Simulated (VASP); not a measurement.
# HfN (Cmcm) in VASP: density of states with PBEsol

Aim: the density of states of HfN with PBEsol.

Program: VASP 6.6.1. These are calculated values, not measurements. Logs are shortened: lines on timing, memory, paths and dates and some standing lists are left out, and cuts for length are marked.

## 1. The cell of the first run

It takes space group Cmcm (No. 63, orthorhombic). Conventional cell: a = 3.154 Å, b = 10.801 Å, c = 3.079 Å, α = 90.00°, β = 90.00°, γ = 90.00°. Within 2.9 Å of Hf (site symmetry m2m) lie 5 N at 2.20 to 2.21 Å. Within 2.9 Å of N (site symmetry m2m) lie 5 Hf at 2.20 to 2.21 Å.

## 2. Density of states, PBEsol

Contents of POSCAR:

```
HfN
1.0
    1.5768155150     -5.4005224154      0.0000000000
    1.5768155150      5.4005224154      0.0000000000
    0.0000000000      0.0000000000      3.0787759002
Hf N
2 2
Direct
    0.8551425796      0.1448574204      0.2500000000
    0.1448574204      0.8551425796      0.7500000000
    0.6500840151      0.3499159849      0.2500000000
    0.3499159849      0.6500840151      0.7500000000
```

Contents of INCAR.step1:

```
PREC = Accurate ; ENCUT = 520
EDIFF = 1E-6 ; ISMEAR = 0
SIGMA = 0.05 ; LREAL = F
LASPH = T ; NELM = 100
ALGO = Normal ; ISIF = 2
LWAVE = F ; LCHARG = T
LMAXMIX = 4 ; GGA = PS
NBANDS = 23
```

Contents of KPOINTS.step1:

```
regular mesh
0
Gamma
  10 10 10
```

Contents of INCAR.step2:

```
PREC = Accurate ; ENCUT = 520
EDIFF = 1E-6 ; ISMEAR = -5
SIGMA = 0.05 ; LREAL = F
LASPH = T ; NELM = 100
ALGO = Normal ; ISIF = 2
LWAVE = F ; LCHARG = F
LMAXMIX = 4 ; GGA = PS
LORBIT = 11 ; NBANDS = 23
NEDOS = 2001 ; ICHARG = 11
```

Contents of KPOINTS.step2:

```
regular mesh
0
Gamma
  15 15 15
```

Potentials or basis: VASP PAW PBE potentials, release 64 (Hf_pv, N).

On the command line:

```sh
> cat potpaw_PBE.64/Hf_pv/POTCAR potpaw_PBE.64/N/POTCAR > POTCAR
> cp INCAR.step1 INCAR
> cp KPOINTS.step1 KPOINTS
> mpirun -np 1 vasp_std > vasp.out
> cp INCAR.step2 INCAR
> cp KPOINTS.step2 KPOINTS
> mpirun -np 1 vasp_std > vasp.out
```

OUTCAR:

```text
PREC = Accurate
   ENCUT = 520
   EDIFF = 1E-6
   ISMEAR = -5
   LREAL = F
   LASPH = T
   NELM = 100
   ISIF = 2
   GGA = PS
   LORBIT = 11
   ICHARG = 11

 ion  position               nearest neighbor table
   1  0.855  0.145  0.250-   4 2.20   4 2.20   4 2.20   4 2.20   3 2.21   2 3.16   2 3.16   2 3.16
                             2 3.16   2 3.49   2 3.49
   2  0.145  0.855  0.750-   3 2.20   3 2.20   3 2.20   3 2.20   4 2.21   1 3.16   1 3.16   1 3.16
                             1 3.16   1 3.49   1 3.49
   3  0.650  0.350  0.250-   2 2.20   2 2.20   2 2.20   2 2.20   1 2.21
   4  0.350  0.650  0.750-   1 2.20   1 2.20   1 2.20   1 2.20   2 2.21

  LATTYP: Found a base centered orthorhombic cell.
 ALAT       =     3.1536310300
 B/A-ratio  =     3.4249551479
 C/A-ratio  =     0.9762638276

  Lattice vectors:

 A1 = (   1.5768155150,  -5.4005224154,   0.0000000000)
 A2 = (   1.5768155150,   5.4005224154,   0.0000000000)
 A3 = (   0.0000000000,   0.0000000000,   3.0787759002)

Analysis of symmetry for initial positions (statically):
=====================================================================
 Subroutine PRICEL returns:
 Original cell was already a primitive cell.

 Routine SETGRP: Setting up the symmetry group for a
 base centered orthorhombic supercell.

 Subroutine GETGRP returns: Found  8 space group operations
 (whereof  4 operations were pure point group operations)
 out of a pool of  8 trial point group operations.

The static configuration has the point symmetry C_2h.
 The point group associated with its full space group is D_2h.

Analysis of symmetry for dynamics (positions and initial velocities):
=====================================================================
 Subroutine PRICEL returns:
 Original cell was already a primitive cell.

 Routine SETGRP: Setting up the symmetry group for a
 base centered orthorhombic supercell.

 Subroutine GETGRP returns: Found  8 space group operations
 (whereof  4 operations were pure point group operations)
 out of a pool of  8 trial point group operations.

The dynamic configuration has the point symmetry C_2h.
 The point group associated with its full space group is D_2h.

 Subroutine INISYM returns: Found  8 space group operations
 (whereof  4 operations are pure point group operations),
 and found     1 'primitive' translations

----------------------------------------------------------------------------------------

                                     Primitive cell

  volume of cell :      52.4354

  direct lattice vectors                    reciprocal lattice vectors
     1.576815515 -5.400522415  0.000000000     0.317094800 -0.092583636  0.000000000
     1.576815515  5.400522415  0.000000000     0.317094800  0.092583636  0.000000000
     0.000000000  0.000000000  3.078775900     0.000000000  0.000000000  0.324804413

  length of vectors
     5.626010090  5.626010090  3.078775900     0.330334439  0.330334439  0.324804413

  position of ions in fractional coordinates (direct lattice)
     0.855142580  0.144857420  0.250000000
     0.144857420  0.855142580  0.750000000
     0.650084015  0.349915985  0.250000000
     0.349915985  0.650084015  0.750000000

  ion indices of the primitive-cell ions
   primitive index   ion index
                 1           1
                 2           2
                 3           3
                 4           4

----------------------------------------------------------------------------------------

 KPOINTS: regular mesh

Automatic generation of k-mesh.
 Grid dimensions read from file:
 generate k-points for:   15   15   15

 Generating k-lattice:

  Cartesian coordinates                     Fractional coordinates (reciprocal lattice)
     0.021139653 -0.006172242  0.000000000     0.066666667  0.000000000  0.000000000
     0.021139653  0.006172242  0.000000000     0.000000000  0.066666667  0.000000000
     0.000000000  0.000000000  0.021653628     0.000000000  0.000000000  0.066666667

  Length of vectors
     0.022022296  0.022022296  0.021653628

  Shift w.r.t. Gamma in fractional coordinates (k-lattice)
     0.000000000  0.000000000  0.000000000

 TETIRR: Found   5069 inequivalent tetrahedra from    20250

 Subroutine IBZKPT returns following result:
 ===========================================

 Found    512 irreducible k-points:

 Following reciprocal coordinates:
            Coordinates               Weight
  0.000000  0.000000  0.000000      1.000000
  0.066667  0.000000  0.000000      4.000000
  0.133333 -0.000000  0.000000      4.000000
  0.200000 -0.000000  0.000000      4.000000
  0.266667 -0.000000  0.000000      4.000000
  0.333333 -0.000000  0.000000      4.000000
[... 16 lines left out ...]
  0.133333  0.133333  0.000000      2.000000
  0.200000  0.133333  0.000000      4.000000
 [... further k-points ...]
   k-points           NKPTS =    512   k-points in BZ     NKDIM =    512   number of bands    NBANDS=     23
   number of dos      NEDOS =   2001   number of ions     NIONS =      4
   total plane-waves  NPLWV =  42336
   dimension x,y,z NGX =    42 NGY =   42 NGZ =   24
   dimension x,y,z NGXF=    84 NGYF=   84 NGZF=   48
   ions per type =               2   2
   NGX,Y,Z   is equivalent  to a cutoff of  12.41, 12.41, 12.96 a.u.
   NGXF,Y,Z  is equivalent  to a cutoff of  24.82, 24.82, 25.92 a.u.
 SYSTEM =  unknown system
   PREC   = accura    normal or accurate (medium, high low for compatibility)
   ISTART =      0    job   : 0-new  1-cont  2-samecut
   ICHARG =     11    charge: 1-file 2-atom 10-const
   ISPIN  =      1    spin polarized calculation?
   LNONCOLLINEAR =      F non collinear calculations
   LSORBIT =      F    spin-orbit coupling
   LASPH  =      T    aspherical Exc in radial PAW
   ENCUT  =  520.0 eV  38.22 Ry    6.18 a.u.  10.46 10.46  5.72*2*pi/ulx,y,z
   NELM   =    100;   NELMIN=  2; NELMDL=  0     # of ELM steps
   EDIFF  = 0.1E-05   stopping-criterion for ELM
   LREAL  =      F    real-space projection
   EDIFFG = 0.1E-04   stopping-criterion for IOM
   NSW    =      0    number of steps for IOM
   IBRION =     -1    ionic relax: 0-MD 1-quasi-New 2-CG
   NFREE  =      0    steps in history (QN), initial steepest desc. (CG)
   ISIF   =      2    stress and relaxation
   ISYM   =      2    0-nonsym 1-usesym 2-fastsym
   POTIM  = 0.5000    time-step for ionic-motion
   TEBEG  =    0.0;   TEEND  =   0.0 temperature during run
   PSTRESS=    0.0 pullay stress
   NELECT =      30.0000    total number of electrons
   NUPDOWN=      -1.0000    fix difference up-down
   EMIN   =  10.00;   EMAX   =-10.00  energy-range for DOS
   EFERMI =   0.00;   METHOD = LEGACY
   ISMEAR =    -5;   SIGMA  =   0.05  broadening in eV -4-tet -1-fermi 0-gaus
   EFERMI_NEDOS =   21; number of points for ismear=-14 and -15
   IALGO  =     38    algorithm
   IMIX   =      4    mixing-type and parameters
     AMIX     =   0.40;   BMIX     =  1.00
     AMIX_MAG =   1.60;   BMIX_MAG =  1.00
  volume/ion in A,a.u.               =      13.11        88.46
  Fermi-wavevector in a.u.,A,eV,Ry     =   1.359065  2.568261 25.130758  1.847059
  Thomas-Fermi vector in A             =   2.485845
   LORBIT       =     11    0 simple, 1 ext, 2 COOP (PROOUT), +10 PAW based schemes
   GGA     = PS    functional components
   LHFCALC =     F    Hartree Fock is set to
   AEXX    =    0.0000 exact exchange contribution
   IVDW    =     0    specifies the selected vdW correction
   LEPSILON=     F    determine dielectric tensor
   LRPA    =     F    only Hartree local field effects (RPA)
 non-spin polarized calculation
 Fermi weights with tetrahedron method with Bloechl corrections
  energy-cutoff  :      520.00
  volume of cell :       52.44
 maximum number of plane-waves:      1433
 NGX is ok and might be reduce to    42

 number of electron      30.0000003 magnetization

 Free energy of the ion-electron system (eV)
  ---------------------------------------------------
  ext. energy  EPLUGINS =         0.00000000
  ---------------------------------------------------
  free energy    TOTEN  =       -44.52419917 eV

  energy without entropy =      -44.52419917  energy(sigma->0) =      -44.52419917

 E-fermi :   6.3265     XC(G=0): -12.0649

 val. band max:        6.3796349861   @ k =  -0.2667   0.1333   0.2000
 cond. band min:       6.2587183134   @ k =  -0.4000   0.4000   0.1333
 fundamental gap:     -0.1209166728
 Fermi energy:         6.3265194839

 k-point     1 :       0.0000    0.0000    0.0000
  band No.  band energies     occupation
      1     -25.0002      2.00000
      2     -24.4717      2.00000
      3     -24.4182      2.00000
      4     -24.3886      2.00000
      5     -24.3093      2.00000
      6     -24.2361      2.00000
[... 15 lines left out ...]
     22      10.4161      0.00000
     23      10.6350      0.00000

 k-point     2 :       0.0667    0.0000    0.0000
  band No.  band energies     occupation
      1     -24.9959      2.00000
      2     -24.5170      2.00000
      3     -24.4129      2.00000
      4     -24.3729      2.00000
      5     -24.3351      2.00000
      6     -24.2347      2.00000
[... 15 lines left out ...]
     22      10.6517      0.00000
     23      10.9259      0.00000

 k-point     3 :       0.1333   -0.0000    0.0000
  band No.  band energies     occupation
      1     -24.9855      2.00000
      2     -24.6134      2.00000
      3     -24.4051      2.00000
      4     -24.3978      2.00000
      5     -24.3595      2.00000
      6     -24.2310      2.00000
[... 15 lines left out ...]
     22      11.2934      0.00000
     23      11.6807      0.00000
[... 495 lines left out ...]
 k-point    23 :       0.1333    0.1333    0.0000
  band No.  band energies     occupation
      1     -25.0005      2.00000
      2     -24.8558      2.00000
      3     -24.5766      2.00000
      4     -24.3636      2.00000
      5     -24.3488      2.00000
      6     -24.2201      2.00000
[... 15 lines left out ...]
     22      12.7200      0.00000
     23      13.2097      0.00000

 k-point    24 :       0.2000    0.1333    0.0000
  band No.  band energies     occupation
      1     -25.0434      2.00000
      2     -24.9688      2.00000
      3     -24.6128      2.00000
      4     -24.3842      2.00000
      5     -24.3194      2.00000
      6     -24.2186      2.00000
[... 15 lines left out ...]
     22      12.6223      0.00000
     23      13.2930      0.00000

 [... further k-points ...]
[... 5 lines left out ...]
  --------------------------------------------------------------------------------------
  -------------------------------------------------------------------------------------
  Total       -0.4326042     -0.6730750     -0.5867332      0.0000000      0.0000000      0.0000000
  in kB      -13.2183291    -20.5659759    -17.9277787      0.0000000      0.0000000      0.0000000
  external PRESSURE =     -17.2373613 kB  Pullay stress =       0.0000000 kB

 VOLUME and BASIS-vectors are now :
 -----------------------------------------------------------------------------
  energy-cutoff  :      520.00
  volume of cell :       52.44
      direct lattice vectors                 reciprocal lattice vectors
     1.576815515 -5.400522415  0.000000000     0.317094800 -0.092583636  0.000000000
     1.576815515  5.400522415  0.000000000     0.317094800  0.092583636  0.000000000
     0.000000000  0.000000000  3.078775900     0.000000000  0.000000000  0.324804413

 POSITION                                       TOTAL-FORCE (eV/Angst)
 -----------------------------------------------------------------------------------
      1.57682     -3.83591      0.76969         0.000000      0.010726      0.000000
      1.57682      3.83591      2.30908         0.000000     -0.010726     -0.000000
      1.57682     -1.62106      0.76969         0.000000     -0.038121     -0.000000
      1.57682      1.62106      2.30908         0.000000      0.038121      0.000000
 -----------------------------------------------------------------------------------
    total drift:                               -0.000000     -0.000000      0.000000

  FREE ENERGIE OF THE ION-ELECTRON SYSTEM (eV)
  ---------------------------------------------------
  free  energy   TOTEN  =       -44.5241991702 eV

  energy  without entropy=      -44.5241991702  energy(sigma->0) =      -44.52419917

 total charge

# of ion       s       p       d       tot
------------------------------------------
    1        0.319   6.599   1.730   8.648
    2        0.319   6.599   1.730   8.648
    3        1.246   2.470   0.000   3.715
    4        1.246   2.470   0.000   3.715
--------------------------------------------------
tot          3.129  18.137   3.461  24.727
```

Wall time 5.2 min (1 thread of Intel Xeon 6975P-C (Granite Rapids), shared host); peak memory 0.6 GiB.

What came out:

```yaml
Valence_electrons_inside_the_program's_atomic_spheres: Hf 8.65; N 3.71
```

Caveat: the PAW data sets were made with another functional, which shifts forces and pressure a little; spin-orbit coupling is left out, which moves the levels of the heavy elements; tetrahedron occupations give inexact forces and stress in metals.
